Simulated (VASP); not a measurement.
# P in VASP: notebook, part 2 of 2

VASP 6.6.1.

### Step 3. Single point, PBEsol (mode 7 (349.0 1/cm) frozen in, largest displacement -0.120 Å)

File INCAR:

```
ALGO = Normal
EDIFF = 1E-6
ENCUT = 520
GGA = PS
ISIF = 2
ISMEAR = 0
LASPH = True
LCHARG = False
LREAL = False
LWAVE = False
NBANDS = 18
NELM = 80
PREC = Accurate
SIGMA = 0.05
```

File KPOINTS:

```
k-points
0
Gamma
  8 1 6
```

File POSCAR:

```
P
1.0
    3.2837277200      0.0000000000      0.0000000000
    0.0000000000     34.8570309900      0.0000000000
    0.0000000000      0.0000000000      4.6320847100
P
4
Direct
    0.0000000000      0.9734051617      0.6027092011
    0.0000000000      0.0265948383      0.3972907989
    0.5000000000      0.0265948383      0.1027092011
    0.5000000000      0.9734051617      0.8972907989
```

Potentials or basis: VASP PAW PBE potentials, release 64 (P).

Launch:

```
$ cat potpaw_PBE.64/P/POTCAR > POTCAR
$ mpirun -np 1 vasp_std > vasp.out
```

OUTCAR:

```text
EDIFF = 1E-6
   ENCUT = 520
   GGA = PS
   ISIF = 2
   ISMEAR = 0
   LASPH = True
   LREAL = False
   NELM = 80
   PREC = Accurate

 ion  position               nearest neighbor table
   1  0.000  0.973  0.603-   2 2.08   4 2.13   4 2.13
   2  0.000  0.027  0.397-   1 2.08   3 2.13   3 2.13
   3  0.500  0.027  0.103-   4 2.08   2 2.13   2 2.13
   4  0.500  0.973  0.897-   3 2.08   1 2.13   1 2.13

  LATTYP: Found a simple orthorhombic cell.
 ALAT       =     3.2837277200
 B/A-ratio  =     1.4106177811
 C/A-ratio  =    10.6150795566

  Lattice vectors:

 A1 = (  -3.2837277200,   0.0000000000,   0.0000000000)
 A2 = (   0.0000000000,   0.0000000000,   4.6320847100)
 A3 = (   0.0000000000,  34.8570309900,   0.0000000000)

Analysis of symmetry for initial positions (statically):
=====================================================================
 Subroutine PRICEL returns:
 Original cell was already a primitive cell.

 Routine SETGRP: Setting up the symmetry group for a
 simple orthorhombic supercell.

 Subroutine GETGRP returns: Found  8 space group operations
 (whereof  4 operations were pure point group operations)
 out of a pool of  8 trial point group operations.

The static configuration has the point symmetry C_2h.
 The point group associated with its full space group is D_2h.

Analysis of symmetry for dynamics (positions and initial velocities):
=====================================================================
 Subroutine PRICEL returns:
 Original cell was already a primitive cell.

 Routine SETGRP: Setting up the symmetry group for a
 simple orthorhombic supercell.

 Subroutine GETGRP returns: Found  8 space group operations
 (whereof  4 operations were pure point group operations)
[... 117 lines left out ...]
   ISMEAR =     0;   SIGMA  =   0.05  broadening in eV -4-tet -1-fermi 0-gaus
   EFERMI_NEDOS =   21; number of points for ismear=-14 and -15
   IALGO  =     38    algorithm
   IMIX   =      4    mixing-type and parameters
     AMIX     =   0.40;   BMIX     =  1.00
     AMIX_MAG =   1.60;   BMIX_MAG =  1.00
  volume/ion in A,a.u.               =     132.55       894.48
  Fermi-wavevector in a.u.,A,eV,Ry     =   0.549044  1.037542  4.101461  0.301449
  Thomas-Fermi vector in A             =   1.580001
   LORBIT       =      0    0 simple, 1 ext, 2 COOP (PROOUT), +10 PAW based schemes
   GGA     = PS    functional components
   LHFCALC =     F    Hartree Fock is set to
   AEXX    =    0.0000 exact exchange contribution
   IVDW    =     0    specifies the selected vdW correction
   LEPSILON=     F    determine dielectric tensor
   LRPA    =     F    only Hartree local field effects (RPA)
 non-spin polarized calculation
 Gauss-broadening in eV      SIGMA  =   0.05
  energy-cutoff  :      520.00
  volume of cell :      530.19
 maximum number of plane-waves:     14344
   NGX = 13   NGY =129   NGZ = 17

 number of electron      19.9999997 magnetization

 Free energy of the ion-electron system (eV)
  ---------------------------------------------------
  ext. energy  EPLUGINS =         0.00000000
  ---------------------------------------------------
  free energy    TOTEN  =       -22.30261991 eV

  energy without entropy =      -22.30261991  energy(sigma->0) =      -22.30261991

 E-fermi :  -3.1503     XC(G=0):  -1.7216

 val. band max:       -3.3898717554   @ k =   0.1250   0.0000   0.0000
 cond. band min:      -2.6073536988   @ k =   0.0000   0.0000   0.1667
 fundamental gap:      0.7825180566
 Fermi energy:        -3.1502896128

 k-point     1 :       0.0000    0.0000    0.0000
  band No.  band energies     occupation
      1     -19.5548      2.00000
      2     -16.4836      2.00000
      3     -13.7399      2.00000
      4      -9.7151      2.00000
      5      -8.6475      2.00000
      6      -7.9316      2.00000
[... 397 lines left out ...]
      5      -9.0984      2.00000
      6      -9.0984      2.00000
[... 10 lines left out ...]
     17       3.5753      0.00000
     18       3.5753      0.00000

------------------------ aborting loop because EDIFF is reached ----------------------------------------

  FORCE on cell =-STRESS in cart. coord.  units (eV):
  Direction    XX          YY          ZZ          XY          YZ          ZX
  --------------------------------------------------------------------------------------
  -------------------------------------------------------------------------------------
  Total        1.7604422      7.4574515      4.5295618      0.0000000      0.0000000      0.0000000
  in kB        5.3198372     22.5354893     13.6877715      0.0000000      0.0000000      0.0000000
  external PRESSURE =      13.8476993 kB  Pullay stress =       0.0000000 kB

 VOLUME and BASIS-vectors are now :
 -----------------------------------------------------------------------------
  energy-cutoff  :      520.00
  volume of cell :      530.19
      direct lattice vectors                 reciprocal lattice vectors
     3.283727720  0.000000000  0.000000000     0.304531948  0.000000000  0.000000000
     0.000000000 34.857030990  0.000000000     0.000000000  0.028688617  0.000000000
     0.000000000  0.000000000  4.632084710     0.000000000  0.000000000  0.215885516

 POSITION                                       TOTAL-FORCE (eV/Angst)
 -----------------------------------------------------------------------------------
      0.00000     33.93001      2.79180         0.000000     -2.016224     -0.579585
      0.00000      0.92702      1.84028         0.000000      2.016224      0.579585
      1.64186      0.92702      0.47576         0.000000      2.016224     -0.579585
      1.64186     33.93001      4.15633        -0.000000     -2.016224      0.579585
 -----------------------------------------------------------------------------------
    total drift:                               -0.000000      0.000000     -0.000000

  FREE ENERGIE OF THE ION-ELECTRON SYSTEM (eV)
  ---------------------------------------------------
  free  energy   TOTEN  =       -22.3026199090 eV

  energy  without entropy=      -22.3026199090  energy(sigma->0) =      -22.30261991
```

OSZICAR:

```text
N       E                     dE             d eps       ncg     rms          rms(c)
DAV:   1     0.143777839035E+03    0.14378E+03   -0.56125E+03   720   0.726E+02
DAV:   2    -0.297839361862E+01   -0.14676E+03   -0.13591E+03  1180   0.132E+02
DAV:   3    -0.222334938098E+02   -0.19255E+02   -0.19167E+02   990   0.585E+01
DAV:   4    -0.226534969859E+02   -0.42000E+00   -0.41880E+00   990   0.112E+01
[... 12 lines left out ...]
DAV:  17    -0.223025905986E+02   -0.39225E-04   -0.57556E-07   762   0.287E-03    0.162E-03
DAV:  18    -0.223026085991E+02   -0.18001E-04   -0.46651E-07   790   0.198E-03    0.548E-04
DAV:  19    -0.223026140487E+02   -0.54496E-05   -0.78858E-08   776   0.857E-04    0.254E-04
DAV:  20    -0.223026193573E+02   -0.53086E-05   -0.19759E-07   730   0.963E-04    0.442E-04
DAV:  21    -0.223026199090E+02   -0.55175E-06   -0.66605E-09   748   0.288E-04
   1 F= -.22302620E+02 E0= -.22302620E+02  d E =-.125560E-12
```

stdout:

```text
POSCAR found type information on POSCAR P
 POSCAR found :  1 types and       4 ions
 scaLAPACK will be used
 -----------------------------------------------------------------------------
|                                                                             |
|                                                                             |
|     You enforced a specific xc type in the INCAR file but a different       |
|     I HOPE YOU KNOW WHAT YOU ARE DOING!                                     |
|                                                                             |
 -----------------------------------------------------------------------------

 LDA part: xc-table for (Slater+PW92), standard interpolation
 POSCAR, INCAR and KPOINTS ok, starting setup
 FFT: planning ... GRIDC
 FFT: planning ... GRID_SOFT
 FFT: planning ... GRID
 WAVECAR not read
 entering main loop
```

It took 2.1 min on 1 thread of AMD EPYC 9R45 (Zen 5), shared host; peak memory 0.54 GiB.

Results:

```yaml
Free_energy: -22.3026 eV
Largest_force: 2.098 eV/Å
Band_gap_on_the_k_mesh: 0.78 eV, indirect (least direct gap 1.01 eV)
```

Forces in eV/Å, atoms in the order of the input:
```
P    0.000 -2.016 -0.580
P    0.000  2.016  0.580
P    0.000  2.016 -0.580
P    0.000 -2.016  0.580
```

Levels at points of the mesh, in eV from the valence-band top:
| k point | band 7 | band 8 | band 9 | band 10 | band 11 | band 12 | band 13 | band 14 |
| --- | --- | --- | --- | --- | --- | --- | --- | --- |
| (0.00, 0.00, 0.00) | -4.33 | -2.56 | -1.47 | -0.16 | 0.85 | 1.56 | 2.05 | 2.56 |
| (0.50, 0.00, 0.00) | -3.18 | -3.18 | -2.23 | -2.23 | 1.16 | 1.16 | 2.50 | 2.50 |
| (0.00, 0.00, 0.50) | -2.79 | -2.79 | -2.21 | -2.21 | 1.56 | 1.56 | 3.53 | 3.53 |
| (0.50, 0.00, 0.50) | -4.81 | -4.81 | -0.90 | -0.90 | 2.41 | 2.41 | 3.30 | 3.30 |

Caveat: the cell differs from its parent crystal (mode 7 (349.0 1/cm) frozen in, largest displacement -0.120 Å); the PAW data sets were made with another functional, which shifts forces and pressure a little.

### Step 4. Single point, PBEsol (mode 7 (349.0 1/cm) frozen in, largest displacement +0.090 Å)

File INCAR:

```
PREC = Accurate
ENCUT = 520
EDIFF = 1E-7
ISMEAR = 0
SIGMA = 0.05
LREAL = False
LASPH = True
NELM = 60
ALGO = Normal
ISIF = 2
LWAVE = False
LCHARG = False
GGA = PS
NBANDS = 18
```

File KPOINTS:

```
regular mesh
0
Gamma
  8 1 6
```

File POSCAR:

```
P
1.0
    3.2837277200      0.0000000000      0.0000000000
    0.0000000000     34.8570309900      0.0000000000
    0.0000000000      0.0000000000      4.6320847100
P
4
Direct
    0.0000000000      0.9679036312      0.5842318592
    0.0000000000      0.0320963688      0.4157681408
    0.5000000000      0.0320963688      0.0842318592
    0.5000000000      0.9679036312      0.9157681408
```

Launch:

```
$ cat potpaw_PBE.64/P/POTCAR > POTCAR
$ mpirun -np 1 vasp_std > vasp.out
```

Run time: 2.6 min. Hardware: 1 thread of AMD EPYC 9R45 (Zen 5), shared host; peak memory 0.54 GiB.

The run converged. Its results:

* Free energy: -22.6604 eV
* Largest force: 0.948 eV/Å
* Band gap on the k mesh: 0.41 eV, direct

Forces on the atoms (eV/Å):
```
P    0.000  0.869  0.378
P    0.000 -0.869 -0.378
P    0.000 -0.869  0.378
P    0.000  0.869 -0.378
```

Levels at points of the mesh, in eV from the valence-band top:
| k point | band 6 | band 7 | band 8 | band 9 | band 10 | band 11 | band 12 | band 13 | band 14 | band 15 |
| --- | --- | --- | --- | --- | --- | --- | --- | --- | --- | --- |
| (0.00, 0.00, 0.00) | -4.30 | -2.77 | -1.89 | -1.43 | 0.00 | 0.41 | 2.01 | 2.95 | 3.68 | 4.43 |
| (0.50, 0.00, 0.00) | -4.48 | -2.58 | -2.58 | -1.90 | -1.90 | 1.10 | 1.10 | 1.93 | 1.93 | 3.23 |
| (0.00, 0.00, 0.50) | -3.03 | -2.04 | -2.04 | -0.92 | -0.92 | 2.23 | 2.23 | 3.16 | 3.16 | 3.74 |
| (0.50, 0.00, 0.50) | -4.69 | -4.53 | -4.53 | -1.23 | -1.23 | 2.14 | 2.14 | 4.00 | 4.00 | 5.35 |

Caveat: the cell differs from its parent crystal (mode 7 (349.0 1/cm) frozen in, largest displacement +0.090 Å); the PAW data sets were made with another functional, which shifts forces and pressure a little.
